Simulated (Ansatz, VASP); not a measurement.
# One calculation of MoS2, two programs

```xyz
3
Lattice="1.5800 0.9122 6.1500 -1.5800 0.9122 6.1500 0.0000 -1.8244 6.1500" Properties=species:S:1:pos:R:3 pbc="T T T"
Mo    0.1000    0.0000    0.0000
S     0.0000    0.0000    4.6125
S     0.0000    0.0000    7.6936
```

Alike in both runs: task single point; functional PBE; k mesh 9 × 9 × 9; no spin polarisation.

|  | VASP | Ansatz |
| --- | --- | --- |
| version | VASP 6.6.1 | Ansatz 0.2.0 |
| potentials or method | VASP PAW PBE potentials, release 64 (Mo_sv, S) | plane waves, PAW |
| plane-wave cutoff (eV) | 520 | 420 |
| occupations | fermi-dirac, width 0.1 eV | fermi-dirac |
| valence electrons in the cell | 26 | 26 |

Ansatz gave:

| Quantity | Value |
| --- | --- |
| rms of the force components (eV/Å) | 0.911 |

Task: What did VASP give for the same quantities?

Result: rms of the force components (eV/Å): 0.907.

Atom by atom the forces differ by 0.008 eV/Å (rms over components).
